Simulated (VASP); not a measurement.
Al2Cu: relaxation of cell and atoms with PBEsol

The system is Al2Cu.

```xyz
3
Lattice="4.1060 0.0107 0.0264 0.0107 4.1689 -0.0153 0.0184 -0.0107 2.8406" Properties=species:S:1:pos:R:3 pbc="T T T"
Al    2.0635   -0.0204    1.4443
Al    0.0187    2.0781    1.4036
Cu   -0.0055    0.0213   -0.0018
```

| Quantity | Value |
| --- | --- |
| Program | VASP 6.6.1 |
| Task | relaxation of cell and atoms |
| Functional | PBEsol |
| Potentials or basis | VASP PAW PBE potentials, release 64 (Al, Cu) |
| Cutoff | 600 eV |
| k mesh | 8 × 8 × 12 |
| Occupations | gaussian, width 0.15 eV |
| Spin | no spin polarisation |
| Dipole correction | no |
| Further INCAR settings | ALGO = Normal; EDIFF = 1e-07; IBRION = 2; EDIFFG = -0.01; NSW = 100; ISIF = 3 |

```json
{
 "Relaxed volume": "15.89 Å³/atom",
 "Relaxed cell": "a = 4.098 Å, b = 4.096 Å, c = 2.840 Å, α = 90.00°, β = 90.01°, γ = 90.02°",
 "Space group after relaxing (to 0.1 Å)": "P4/mmm (No. 123)",
 "Energy gained by relaxing": "4.5 meV/atom",
 "Ionic steps": "11",
 "Pressure after relaxing": "0.0 GPa",
 "Largest force after relaxing": "0.004 eV/Å",
 "Band gap on the k mesh": "zero (an odd number of electrons rules out a gap without spin polarisation)"
}
```

Forces in eV/Å, atoms in the order of the input:
```
Al   0.000  0.002  0.003
Al  -0.001  0.001 -0.001
Cu   0.001 -0.003 -0.002
```

Step by step:
```tsv
step	energy change (eV)	largest force (eV/Å)	pressure (GPa)	volume (Å³)
1	0.0000	0.1334	-1.73	48.62
2	-0.0108	0.0729	0.60	47.40
3	-0.0108	0.0755	0.53	47.44
4	-0.0127	0.0510	0.11	47.62
5	-0.0127	0.0510	0.01	47.66
6	-0.0130	0.0418	-0.01	47.69
7	-0.0132	0.0209	-0.16	47.74
8	-0.0132	0.0244	-0.13	47.73
9	-0.0134	0.0161	0.03	47.66
10	-0.0134	0.0133	0.14	47.60
11	-0.0135	0.0042	0.01	47.67
```

Final structure:
```xyz
3
Lattice="4.0977 -0.0007 -0.0004 -0.0006 4.0963 0.0001 -0.0002 0.0000 2.8400" Properties=species:S:1:pos:R:3 pbc="T T T"
Al    2.0481    4.0950    1.4191
Al   -0.0001    2.0484    1.4206
Cu    4.0975    0.0001   -0.0001
```

Levels at points of the mesh, in eV from the Fermi level:
```
           k point  band 5  band 6  band 7  band 8  band 9  band 10  band 11  band 12
(0.00, 0.00, 0.00)   -4.11   -4.11   -2.50   -2.50   -0.15     0.79     6.07     6.08
(0.50, 0.00, 0.00)   -4.43   -4.14   -4.11   -1.19    1.50     1.64     1.84     7.80
(0.00, 0.50, 0.00)   -4.43   -4.14   -4.11   -1.20    1.50     1.63     1.83     7.80
(0.50, 0.50, 0.00)   -4.47   -4.32   -4.14   -4.13   -2.49     8.54     8.54     9.69
(0.00, 0.00, 0.50)   -4.87   -4.15   -3.00    2.45    2.63     2.63     2.70     2.70
(0.50, 0.00, 0.50)   -4.23   -4.22   -3.13   -2.46   -1.64     3.74     3.94     4.46
(0.00, 0.50, 0.50)   -4.23   -4.22   -3.13   -2.46   -1.64     3.73     3.94     4.46
(0.50, 0.50, 0.50)   -4.00   -3.50   -2.33   -2.33   -0.82    -0.82     0.04     0.04
```

Wall time 22 min on 1 thread of Oxide Virtual Turin-like Processor, with other jobs on the host, peak memory 0.4 GiB.

Caveat: the highest band is partly filled, so the run has too few bands; the PAW data sets were made with another functional, which shifts forces and pressure a little.
